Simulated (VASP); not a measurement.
Wanted: the native input for a VASP 6.6.1 run.

```
Task                   : single point
Functional             : LDA
Potentials or basis    : VASP PAW LDA potentials, release 64 (Si)
Cutoff                 : 520 eV
k mesh                 : 15 × 15 × 1
Occupations            : gaussian, width 0.1 eV
Spin                   : no spin polarisation
Dipole correction      : yes
Further INCAR settings : ALGO = Normal; EDIFF = 1e-06; NBANDS = 11
```

The structure of Si lies in POSCAR:

```
Si
1.0
    3.5850000000      0.0000000000      0.0000000000
   -1.7925000000      3.1047010726      0.0000000000
    0.0000000000      0.0000000000     28.0000000000
Si
2
Direct
    0.3333333333      0.6666666667      0.5178571429
    0.6666666667      0.3333333333      0.4821428571
```

These files were run (other wordings do the same):

INCAR

```
SYSTEM = Si
PREC = Accurate ; ENCUT = 520
EDIFF = 1E-6 ; ISMEAR = 0
SIGMA = 0.1 ; LREAL = .False.
LASPH = .True. ; NELM = 80
ALGO = Normal ; ISIF = 2
LWAVE = .False. ; LCHARG = .False.
LDIPOL = .True. ; IDIPOL = 3
DIPOL = 0.5 0.5 0.500 ; NBANDS = 11
```

KPOINTS

```
regular mesh
0
Gamma
  15 15 1
  0 0 0
```

Potentials or basis: VASP PAW LDA potentials, release 64 (Si).

Command:

```console
$ cat potpaw_LDA.64/Si/POTCAR > POTCAR
$ mpirun -np 1 vasp_std > vasp.out
```

Results of the run:

| Quantity | Value |
| --- | --- |
| Largest force | 1.148 eV/Å |
| Band gap on the k mesh | zero (band 4 reaches -2.55 eV, above the bottom of band 5 at -3.50 eV) |

It took 80 s on 1 thread of Intel(R) Xeon(R) Platinum 8559C (Emerald Rapids) (shared host), peak memory 0.33 GiB.
